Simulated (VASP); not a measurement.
Here is a VASP 6.6.1 calculation.

Contents of POSCAR:

```
TaN
1.0
    5.2643762622      0.0000000000      0.0000000000
   -2.6321881311      4.5590835801      0.0000000000
    0.0000000000      0.0000000000      2.9493070245
Ta N
3 3
Direct
    0.3333333333      0.6666666667      0.5000000000
    0.6666666667      0.3333333333      0.5000000000
    0.0000000000      0.0000000000      0.0000000000
    0.3928500000      0.0000000000      0.0000000000
    0.6071500000      0.6071500000      0.0000000000
    0.0000000000      0.3928500000      0.0000000000
```

The input INCAR.step1:

```
SYSTEM = TaN
PREC = Accurate
ENCUT = 520
ISMEAR = -1
SIGMA = 0.1
LREAL = .FALSE.
LASPH = .TRUE.
NELM = 100
NBANDS = 33
GGA = PE
ALGO = Normal
EDIFF = 1E-4
LWAVE = .TRUE.
LCHARG = .FALSE.
```

The input INCAR.step2:

```
SYSTEM = TaN
PREC = Accurate
ENCUT = 520
EDIFF = 1E-7
ISMEAR = -1
SIGMA = 0.1
LREAL = .FALSE.
LASPH = .TRUE.
NELM = 100
ALGO = Normal
ISIF = 2
LWAVE = .FALSE.
LCHARG = .FALSE.
METAGGA = R2SCAN
LMIXTAU = .TRUE.
IVDW = 12
VDW_S6 = 1.0
VDW_S8 = 0.78981345
VDW_A1 = 0.49484001
VDW_A2 = 5.73083694
NBANDS = 33
ISTART = 1
```

File KPOINTS:

```
regular mesh
0
G
  5 5 8
  0 0 0
```

Potentials or basis: VASP PAW PBE potentials, release 64 (Ta_pv, N).

Launch:

```console
$ cat potpaw_PBE.64/Ta_pv/POTCAR potpaw_PBE.64/N/POTCAR > POTCAR
$ cp INCAR.step1 INCAR
$ mpirun -np 1 vasp_std > vasp.out
$ cp INCAR.step2 INCAR
$ mpirun -np 1 vasp_std > vasp.out
```

**Question.** What does it give for the dispersion energy per atom?

**Answer.** -0.201 eV.

**Question.** Predict the largest force.

**Answer.** 0.225 eV/Å.

**Question.** Predict the band gap on the k mesh.

**Answer.** Zero (bands 24 and 25 overlap by 3.10 eV).

**Question.** Estimate the pressure.

**Answer.** -13.1 GPa.

Forces on the atoms (eV/Å):
```
Ta   0.000  0.000  0.000
Ta   0.000  0.000  0.000
Ta   0.000  0.000  0.000
N   -0.225  0.000  0.000
N    0.113  0.195  0.000
N    0.113 -0.195  0.000
```

Caveat: three body term missing; the cell stands under tension; the PAW data sets were made with another functional, which shifts forces and pressure a little; spin-orbit coupling is left out, which moves the levels of the heavy elements.
